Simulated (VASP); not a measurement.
Write the native input for VASP 6.6.1 that does the following.

| Item | Value |
| --- | --- |
| Task | single point |
| Functional | r2SCAN |
| Potentials or basis | VASP PAW PBE potentials, release 64 (Sn_d) |
| Cutoff | 520 eV |
| k mesh | 2 × 2 × 1 |
| Occupations | fermi-dirac, width 0.1 eV |
| Spin | no spin polarisation |
| Dipole correction | no |
| Further INCAR settings | ALGO = Normal; EDIFF = 1e-06; NBANDS = 21 |

The system is Sn.

```
Sn
1.0
    -2.94828    2.95040    1.58882
     2.95040   -2.94828    1.58882
     2.94605    2.94605   -1.58493
Sn
2
Direct
  0.00003 0.99997 0.00000
  0.74997 0.25003 0.50000
```

These files were run (other wordings do the same):

POSCAR

```
Sn
1.0
   -2.9482820713      2.9504023647      1.5888172584
    2.9504023647     -2.9482820713      1.5888172584
    2.9460530987      2.9460530987     -1.5849306448
Sn
2
Direct
    0.0000251473      0.9999748527      0.0000000000
    0.7499748527      0.2500251473      0.5000000000
```

INCAR.step1

```
PREC     = Accurate       # precision mode
ENCUT    = 520            # plane-wave cutoff, eV
ISMEAR   = -1             # smearing method
SIGMA    = 0.1            # smearing width, eV
LREAL    = False          # projectors in reciprocal space
LASPH    = True           # aspherical terms in the spheres
NELM     = 100            # most SCF steps
NBANDS   = 21             # bands
GGA      = PE             # functional
ALGO     = Normal         # electronic algorithm
EDIFF    = 1E-4           # SCF threshold, eV
LWAVE    = True           # write WAVECAR
LCHARG   = False          # write CHGCAR
```

INCAR.step2

```
PREC     = Accurate       # precision mode
ENCUT    = 520            # plane-wave cutoff, eV
EDIFF    = 1E-6           # SCF threshold, eV
ISMEAR   = -1             # smearing method
SIGMA    = 0.1            # smearing width, eV
LREAL    = False          # projectors in reciprocal space
LASPH    = True           # aspherical terms in the spheres
NELM     = 100            # most SCF steps
ALGO     = Normal         # electronic algorithm
ISIF     = 2              # what is computed and relaxed
LWAVE    = False          # write WAVECAR
LCHARG   = False          # write CHGCAR
METAGGA  = R2SCAN         # meta-GGA
LMIXTAU  = True         
NBANDS   = 21             # bands
ISTART   = 1
```

KPOINTS

```
Automatic mesh
0
Gamma
  2 2 1
```

Potentials or basis: VASP PAW PBE potentials, release 64 (Sn_d).

Run with:

```bash
$ cat potpaw_PBE.64/Sn_d/POTCAR > POTCAR
$ cp INCAR.step1 INCAR
$ mpirun -np 1 vasp_std > vasp.out
$ cp INCAR.step2 INCAR
$ mpirun -np 1 vasp_std > vasp.out
```

It gave:

```
Pressure               : 7.4 GPa
Largest force          : 0.309 eV/Å
Band gap on the k mesh : zero (band 14 reaches 8.27 eV, above the bottom of band 15 at 6.52 eV)
```

Caveat: the k points lie up to 1.51 Å⁻¹ apart; the PAW data sets were made with another functional, which shifts forces and pressure a little; spin-orbit coupling is left out, which moves the levels of the heavy elements.

Wall time 24 s on 1 thread of Intel Xeon 6975P-C, with other jobs on the host, peak memory 0.21 GiB.
